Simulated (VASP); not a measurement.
# Co12Si24B (a cell with a defect) in VASP: further runs

The runs below take Co12Si24B (a cell with a defect) through single point, with PBE.

All numbers are computed with VASP 6.6.1; they aren't measurements. Logs are shortened: lines on timing, memory, paths and dates and some standing lists are left out, and cuts for length are marked.

**1. The cell of the first run**

The cell holds a defect, 37 atoms: a = 7.581 Å, b = 7.581 Å, c = 11.371 Å, α = 60.00°, β = 60.00°, γ = 60.00°.

**2. Single point, PBE**

The input, INCAR:

```
SYSTEM = Co12Si24B
PREC     = Accurate       ! precision mode
ENCUT    = 520            ! plane-wave cutoff, eV
EDIFF    = 1E-6           ! SCF threshold, eV
ISMEAR   = 1              ! smearing method
SIGMA    = 0.1            ! smearing width, eV
LREAL    = Auto         
LASPH    = .TRUE.         ! aspherical terms in the spheres
NELM     = 120            ! most SCF steps
ALGO     = Normal         ! electronic algorithm
ISIF     = 2              ! what is computed and relaxed
LWAVE    = .FALSE.        ! write WAVECAR
LCHARG   = .FALSE.        ! write CHGCAR
GGA      = PE             ! functional
NBANDS   = 128            ! bands
GGA_COMPAT= .FALSE.
```

The input, KPOINTS:

```
regular mesh
0
G
  1 1 1
  0 0 0
```

The input, POSCAR:

```
Co12Si24B
1.0
    0.0000000000      5.3602887400      5.3602887400
    5.3602887400      0.0000000000      5.3602887400
    8.0404331200      8.0404331200      0.0000000000
Co Si B
12 24 1
Direct
   -0.0081017091      0.0157054040      0.0008548669
   -0.0000818986      0.0035046620      0.3379224675
    0.0308181160     -0.0151866819      0.6641940702
   -0.0133607541      0.5166819614      0.0042916220
    0.0034805028      0.5073569041      0.3330941829
    0.0089808595      0.4876806319      0.6724536999
    0.4779012147      0.0134896651      0.0170224039
    0.5052170940      0.0044082513      0.3342066851
    0.5096162040     -0.0136102743      0.6624328467
    0.4977245871      0.5196653828      0.0025975591
    0.5007910264      0.5032138437      0.3376251577
    0.5136305400      0.4790467687      0.6679274512
    0.3820234505      0.3756204372      0.2525912435
    0.1023390766      0.1444263616      0.0895333609
    0.3770619640      0.3615926481      0.5816120761
    0.1319450377      0.1310667268      0.4155610090
    0.3529185818      0.4027733588      0.9372033058
    0.1331584052      0.1245555104      0.7537927882
    0.3746995913      0.8726070977      0.2616775699
    0.1130587417      0.6488291338      0.0852825326
    0.3973528486      0.8506239535      0.5807210794
    0.1275866904      0.6283686688      0.4179231952
    0.3729600395      0.8912500299      0.9155559645
    0.1301395380      0.6222102319      0.7552833796
    0.8753738329      0.3790041169      0.2532984815
    0.6197905861      0.1412477082      0.0870810676
    0.9024640714      0.3628586247      0.5813726612
    0.6246404182      0.1305360651      0.4167677226
    0.8754393145      0.3807780885      0.9201650445
    0.6937345506      0.1277452640      0.6800465122
    0.8775928365      0.8804281316      0.2507981809
    0.6143355628      0.6455058986      0.0892098708
    0.8953593235      0.8460520916      0.5815844035
    0.6282974040      0.6299540312      0.4171401528
    0.8776691384      0.8836982912      0.9162763859
    0.6287602522      0.6242881050      0.7525856393
    0.4768002479      0.2096015820      0.8343122690
```

Potentials or basis: VASP PAW PBE potentials, release 64 (Co, Si, B).

Started as:

```
$ cat potpaw_PBE.64/Co/POTCAR potpaw_PBE.64/Si/POTCAR potpaw_PBE.64/B/POTCAR > POTCAR
$ mpirun -np 1 vasp_gam > vasp.out
```

OUTCAR:

```text
SYSTEM = Co12Si24B
   PREC = Accurate
   ENCUT = 520
   EDIFF = 1E-6
   ISMEAR = 1
   LREAL = Auto
   LASPH = .TRUE.
   NELM = 120
   ISIF = 2
   GGA = PE

 ion  position               nearest neighbor table
   1  0.992  0.016  0.001-  29 2.26  20 2.27  18 2.30  26 2.30  14 2.31  35 2.31  31 2.32  23 2.36

   2  1.000  0.004  0.338-  33 2.27  14 2.31  19 2.32  22 2.32  28 2.32  25 2.32  31 2.33  16 2.33

   3  0.031  0.985  0.664-  30 2.17  24 2.25  21 2.27  16 2.31  18 2.34  27 2.34  35 2.35  33 2.46

   4  0.987  0.517  0.004-  35 2.27  17 2.28  14 2.30  32 2.30  29 2.31  25 2.31  24 2.32  20 2.35

   5  0.003  0.507  0.333-  20 2.30  22 2.30  31 2.31  27 2.31  34 2.32  25 2.33  16 2.33  13 2.34

   6  0.009  0.488  0.672-  33 2.22  18 2.25  27 2.28  15 2.28  29 2.30  24 2.35  36 2.35  22 2.36
[... 43 lines left out ...]
  28  0.625  0.131  0.417-   9 2.29   8 2.29  11 2.31   2 2.32  15 2.57  13 2.62  31 2.68  25 2.68
                            21 2.73  33 2.78
  29  0.875  0.381  0.920-   1 2.26   6 2.30   4 2.31  10 2.34  14 2.58  26 2.66  24 2.66  36 2.67
                            18 2.71  32 2.78
  30  0.694  0.128  0.680-  37 1.83   3 2.17   9 2.26  12 2.27  33 2.36  27 2.45  15 2.57  35 2.96
                            23 3.06
  31  0.878  0.880  0.251-   8 2.30   5 2.31   1 2.32   2 2.33  20 2.57  14 2.62  28 2.68  34 2.68
                            22 2.68  26 2.70
  32  0.614  0.646  0.089-   7 2.28   4 2.30  10 2.31  11 2.31  19 2.61  35 2.69  23 2.69  13 2.70
                            25 2.72  29 2.78
  33  0.895  0.846  0.582-   6 2.22   2 2.27  30 2.36   9 2.39   3 2.46  22 2.48  36 2.62  24 2.66
                            28 2.78  16 2.80
  34  0.628  0.630  0.417-  11 2.31   8 2.32   5 2.32  12 2.33  21 2.50  19 2.61  25 2.66  31 2.68
                            15 2.79  27 2.79
  35  0.878  0.884  0.916-   4 2.27   1 2.31   3 2.35   7 2.48  20 2.62  18 2.66  32 2.69  24 2.70
                            26 2.75  30 2.96
  36  0.629  0.624  0.753-   9 2.24  10 2.33   6 2.35  12 2.40  33 2.62  21 2.63  29 2.67  17 2.68
                            23 2.74  27 2.78
  37  0.477  0.210  0.834-  30 1.83   7 1.86  17 1.91  12 2.00  23 2.50

  LATTYP: Found a face centered orthorhombic cell.
 ALAT       =     7.5805930343
 B/A-ratio  =     1.7320508076
 C/A-ratio  =     2.4494897458

  Lattice vectors:

 A1 = (   8.0404331200,   8.0404331200,   0.0000000000)
 A2 = (   2.6801443800,   8.0404331200,  -5.3602887400)
 A3 = (   0.0000000000,   5.3602887400,   5.3602887400)

Analysis of symmetry for initial positions (statically):
=====================================================================
 Subroutine PRICEL returns:
 Original cell was already a primitive cell.

 Routine SETGRP: Setting up the symmetry group for a
 face centered orthorhombic supercell.

 Subroutine GETGRP returns: Found  1 space group operations
 (whereof  1 operations were pure point group operations)
 out of a pool of  8 trial point group operations.

The static configuration has the point symmetry C_1 .

Analysis of symmetry for dynamics (positions and initial velocities):
=====================================================================
 Subroutine PRICEL returns:
 Original cell was already a primitive cell.

 Routine SETGRP: Setting up the symmetry group for a
 face centered orthorhombic supercell.

 Subroutine GETGRP returns: Found  1 space group operations
 (whereof  1 operations were pure point group operations)
 out of a pool of  8 trial point group operations.

The dynamic configuration has the point symmetry C_1 .

 Subroutine INISYM returns: Found  1 space group operations
 (whereof  1 operations are pure point group operations),
 and found     1 'primitive' translations

----------------------------------------------------------------------------------------

                                     Primitive cell

  volume of cell :     462.0466

  direct lattice vectors                    reciprocal lattice vectors
     0.000000000  5.360288740  5.360288740    -0.093278557  0.093278557  0.093278557
     5.360288740  0.000000000  5.360288740     0.093278557 -0.093278557  0.093278557
     8.040433120  8.040433120  0.000000000     0.062185705  0.062185705 -0.062185705

  length of vectors
     7.580593034  7.580593034 11.370889566     0.161563200  0.161563200  0.107708800

  position of ions in fractional coordinates (direct lattice)
     0.991898291  0.015705404  0.000854867
     0.999918101  0.003504662  0.337922468
     0.030818116  0.984813318  0.664194070
     0.986639246  0.516681961  0.004291622
     0.003480503  0.507356904  0.333094183
     0.008980859  0.487680632  0.672453700
[... 29 lines left out ...]
     0.628760252  0.624288105  0.752585639
     0.476800248  0.209601582  0.834312269

  ion indices of the primitive-cell ions
   primitive index   ion index
                 1           1
                 2           2
                 3           3
                 4           4
                 5           5
                 6           6
[... 29 lines left out ...]
                36          36
                37          37

----------------------------------------------------------------------------------------

 KPOINTS: regular mesh

Automatic generation of k-mesh.
 Grid dimensions read from file:
 generate k-points for:    1    1    1

 Generating k-lattice:

  Cartesian coordinates                     Fractional coordinates (reciprocal lattice)
    -0.093278557  0.093278557  0.093278557     1.000000000  0.000000000  0.000000000
     0.093278557 -0.093278557  0.093278557     0.000000000  1.000000000  0.000000000
     0.062185705  0.062185705 -0.062185705     0.000000000  0.000000000  1.000000000

  Length of vectors
     0.161563200  0.161563200  0.107708800

  Shift w.r.t. Gamma in fractional coordinates (k-lattice)
     0.000000000  0.000000000  0.000000000

 Subroutine IBZKPT returns following result:
 ===========================================

 Found      1 irreducible k-points:

 Following reciprocal coordinates:
            Coordinates               Weight
  0.000000  0.000000  0.000000      1.000000
   k-points           NKPTS =      1   k-points in BZ     NKDIM =      1   number of bands    NBANDS=    128
   number of dos      NEDOS =    301   number of ions     NIONS =     37
   total plane-waves  NPLWV = 282240
   dimension x,y,z NGX =    56 NGY =   56 NGZ =   90
   dimension x,y,z NGXF=   112 NGYF=  112 NGZF=  180
   ions per type =              12  24   1
   NGX,Y,Z   is equivalent  to a cutoff of  12.28, 12.28, 13.16 a.u.
   NGXF,Y,Z  is equivalent  to a cutoff of  24.56, 24.56, 26.32 a.u.
 SYSTEM =  Co12Si24B
   PREC   = accura    normal or accurate (medium, high low for compatibility)
   ISTART =      0    job   : 0-new  1-cont  2-samecut
   ICHARG =      2    charge: 1-file 2-atom 10-const
   ISPIN  =      1    spin polarized calculation?
   LNONCOLLINEAR =      F non collinear calculations
   LSORBIT =      F    spin-orbit coupling
   LASPH  =      T    aspherical Exc in radial PAW
   ENCUT  =  520.0 eV  38.22 Ry    6.18 a.u.  14.09 14.09 21.14*2*pi/ulx,y,z
   NELM   =    120;   NELMIN=  2; NELMDL= -5     # of ELM steps
   EDIFF  = 0.1E-05   stopping-criterion for ELM
   LREAL  =      T    real-space projection
   EDIFFG = 0.1E-04   stopping-criterion for IOM
   NSW    =      0    number of steps for IOM
   IBRION =     -1    ionic relax: 0-MD 1-quasi-New 2-CG
   NFREE  =      0    steps in history (QN), initial steepest desc. (CG)
   ISIF   =      2    stress and relaxation
   ISYM   =      2    0-nonsym 1-usesym 2-fastsym
   POTIM  = 0.5000    time-step for ionic-motion
   TEBEG  =    0.0;   TEEND  =   0.0 temperature during run
   PSTRESS=    0.0 pullay stress
   NELECT =     207.0000    total number of electrons
   NUPDOWN=      -1.0000    fix difference up-down
   EMIN   =  10.00;   EMAX   =-10.00  energy-range for DOS
   EFERMI =   0.00;   METHOD = LEGACY
   ISMEAR =     1;   SIGMA  =   0.10  broadening in eV -4-tet -1-fermi 0-gaus
   EFERMI_NEDOS =   21; number of points for ismear=-14 and -15
   IALGO  =     38    algorithm
   IMIX   =      4    mixing-type and parameters
     AMIX     =   0.40;   BMIX     =  1.00
     AMIX_MAG =   1.60;   BMIX_MAG =  1.00
  volume/ion in A,a.u.               =      12.49        84.27
  Fermi-wavevector in a.u.,A,eV,Ry     =   1.252669  2.367201 21.349986  1.569180
  Thomas-Fermi vector in A             =   2.386558
   LORBIT       =      0    0 simple, 1 ext, 2 COOP (PROOUT), +10 PAW based schemes
   GGA     = PE    functional components
   LHFCALC =     F    Hartree Fock is set to
   AEXX    =    0.0000 exact exchange contribution
   IVDW    =     0    specifies the selected vdW correction
   LEPSILON=     F    determine dielectric tensor
   LRPA    =     F    only Hartree local field effects (RPA)
 non-spin polarized calculation
 Methfessel and Paxton  Order N= 1 SIGMA  =   0.10
  energy-cutoff  :      520.00
  volume of cell :      462.05
 maximum number of plane-waves:      6237
   NGX = 29   NGY = 29   NGZ = 43

 number of electron     207.0000011 magnetization

 Free energy of the ion-electron system (eV)
  ---------------------------------------------------
  ext. energy  EPLUGINS =         0.00000000
  ---------------------------------------------------
  free energy    TOTEN  =      -232.44072924 eV

  energy without entropy =     -232.41904663  energy(sigma->0) =     -232.43350171

 E-fermi :  10.5083     XC(G=0): -11.7937

 val. band max:       10.3104080374   @ k =   0.0000   0.0000   0.0000
 cond. band min:      10.5086735151   @ k =   0.0000   0.0000   0.0000
 fundamental gap:      0.1982654778
 Fermi energy:        10.5083408414

 k-point     1 :       0.0000    0.0000    0.0000
  band No.  band energies     occupation
      1      -3.0996      2.00000
      2      -1.5502      2.00000
      3      -1.4399      2.00000
      4      -0.2060      2.00000
      5       0.0459      2.00000
      6       0.1765      2.00000
[... 107 lines left out ...]
    114      12.1649     -0.00000
    115      12.4870     -0.00000
 [bands above 115 left out]

------------------------ aborting loop because EDIFF is reached ----------------------------------------

  FORCE on cell =-STRESS in cart. coord.  units (eV):
  Direction    XX          YY          ZZ          XY          YZ          ZX
  --------------------------------------------------------------------------------------
  -------------------------------------------------------------------------------------
  Total       23.4652119      1.9525171      7.2653379      2.4785903     -6.5138302      0.6607775
  in kB       81.3671782      6.7704825     25.1930408      8.5946761    -22.5871382      2.2912898
  external PRESSURE =      37.7769005 kB  Pullay stress =       0.0000000 kB

 VOLUME and BASIS-vectors are now :
 -----------------------------------------------------------------------------
  energy-cutoff  :      520.00
  volume of cell :      462.05
      direct lattice vectors                 reciprocal lattice vectors
     0.000000000  5.360288740  5.360288740    -0.093278557  0.093278557  0.093278557
     5.360288740  0.000000000  5.360288740     0.093278557 -0.093278557  0.093278557
     8.040433120  8.040433120  0.000000000     0.062185705  0.062185705 -0.062185705

 POSITION                                       TOTAL-FORCE (eV/Angst)
 -----------------------------------------------------------------------------------
      0.09106      5.32373      5.40105        -0.010644      0.014811      0.008598
      2.73583      8.07689      5.37864         0.020730      0.003966     -0.002430
     10.61929      5.50560      5.44408        -0.026969      0.000505      0.010882
      2.80407      5.32318      8.05824         0.004647      0.009230     -0.006508
      5.39780      2.69688      2.73824         0.004810      0.007036     -0.002867
      8.02093      5.45496      2.66225        -0.003825     -0.007230      0.007509
[... 29 lines left out ...]
      9.39748      9.42145      6.71670         0.009885     -0.013428     -0.010447
      7.83176      9.26402      3.67931        -0.015923     -0.062130     -0.021587
 -----------------------------------------------------------------------------------
    total drift:                                0.000789      0.007127     -0.007343

  FREE ENERGIE OF THE ION-ELECTRON SYSTEM (eV)
  ---------------------------------------------------
  free  energy   TOTEN  =      -232.4407292450 eV

  energy  without entropy=     -232.4190466261  energy(sigma->0) =     -232.43350171
```

Wall time 8.7 min (1 thread of Intel Xeon 8259CL, shared host); peak memory 0.59 GiB.

What came out:

- Free energy: -232.4407 eV
- Pressure: 3.8 GPa
- Largest force: 0.088 eV/Å
- Band gap on the k mesh: zero (an odd number of electrons rules out a gap without spin polarisation)

Forces on the atoms (eV/Å):
```
Co  -0.011  0.015  0.009
Co   0.021  0.004 -0.002
Co  -0.027  0.001  0.011
Co   0.005  0.009 -0.007
Co   0.005  0.007 -0.003
Co  -0.004 -0.007  0.008
Co  -0.025  0.081 -0.024
Co   0.013  0.014 -0.019
Co  -0.007 -0.032 -0.016
Co  -0.006 -0.001  0.004
Co   0.007 -0.008  0.004
Co   0.008 -0.032  0.030
Si  -0.015 -0.012 -0.013
Si   0.001  0.009  0.003
Si  -0.018  0.019  0.003
Si   0.010  0.010  0.027
Si   0.002 -0.002  0.045
Si   0.010 -0.001 -0.010
Si  -0.013 -0.016 -0.020
Si   0.004 -0.001  0.013
Si   0.004  0.017 -0.006
Si  -0.001  0.006  0.026
Si  -0.017 -0.004  0.000
Si   0.008 -0.003  0.000
Si  -0.008 -0.010 -0.036
Si   0.011 -0.001  0.019
Si  -0.013  0.004 -0.016
Si   0.022  0.008  0.030
Si  -0.006 -0.006 -0.017
Si   0.023  0.017 -0.023
Si  -0.008 -0.017 -0.013
Si  -0.002  0.000  0.012
Si   0.018  0.010  0.006
Si   0.009  0.011  0.015
Si   0.005 -0.012 -0.009
Si   0.010 -0.013 -0.010
B   -0.016 -0.062 -0.022
```

Levels at points of the mesh, in eV from the Fermi level:
```
           k point  band 100  band 101  band 102  band 103  band 104  band 105  band 106  band 107
(0.00, 0.00, 0.00)     -0.87     -0.68     -0.55     -0.20      0.00      0.21      0.33      0.86
```

Caveat: the k points lie up to 1.02 Å⁻¹ apart, too coarse for converged energies and pressures of a metal; the run has no spin polarisation, though such a crystal can be magnetic. Spin polarisation is off, so any magnetic state and its effect on volume and gap are missing.

[end of part 1 of 2]

The gap in the log of VASP goes by the Fermi energy; the results here count the filled bands.